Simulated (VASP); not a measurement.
**Ti: single point with PBE**

Crystal: Ti.

```xyz
2
Lattice="2.9695 0.0000 0.0000 -1.4848 2.5717 0.0000 0.0000 0.0000 4.7110" Properties=species:S:1:pos:R:3 pbc="T T T"
Ti    0.0000    1.7145    1.1777
Ti    1.4848    0.8572    3.5332
```

| Item | Value |
| --- | --- |
| Program | VASP 6.6.1 |
| Task | single point |
| Functional | PBE |
| Potentials or basis | VASP PAW PBE potentials, release 64 (Ti_sv) |
| Cutoff | 520 eV |
| k mesh | 11 × 11 × 6 |
| Occupations | methfessel-paxton, width 0.2 eV |
| Spin | no spin polarisation |
| Dipole correction | no |
| Further INCAR settings | ALGO = Normal; EDIFF = 1e-06; NBANDS = 19 |

| Quantity | Value |
| --- | --- |
| Pressure | -3.7 GPa |
| Band gap on the k mesh | zero (bands 12 and 13 overlap by 1.00 eV) |

Stress tensor (GPa, compression positive):
```
-3.64  0.00  0.00
 0.00 -3.64  0.00
 0.00  0.00 -3.97
```

Levels at points of the mesh, in eV from the Fermi level:
```
           k point  band 8  band 9  band 10  band 11  band 12  band 13  band 14  band 15  band 16  band 17
(0.00, 0.00, 0.00)  -32.81   -6.14    -2.62     0.66     0.74     0.74     0.83     1.21     1.21     1.55
(0.00, 0.00, 0.50)  -32.86   -4.33    -4.33     0.06     0.06     0.66     0.66     0.66     0.66     2.67
```

Wall time 47 s on 1 thread of Intel Xeon 8259CL (shared host), peak memory 0.18 GiB.

Caveat: the cell stands under tension.
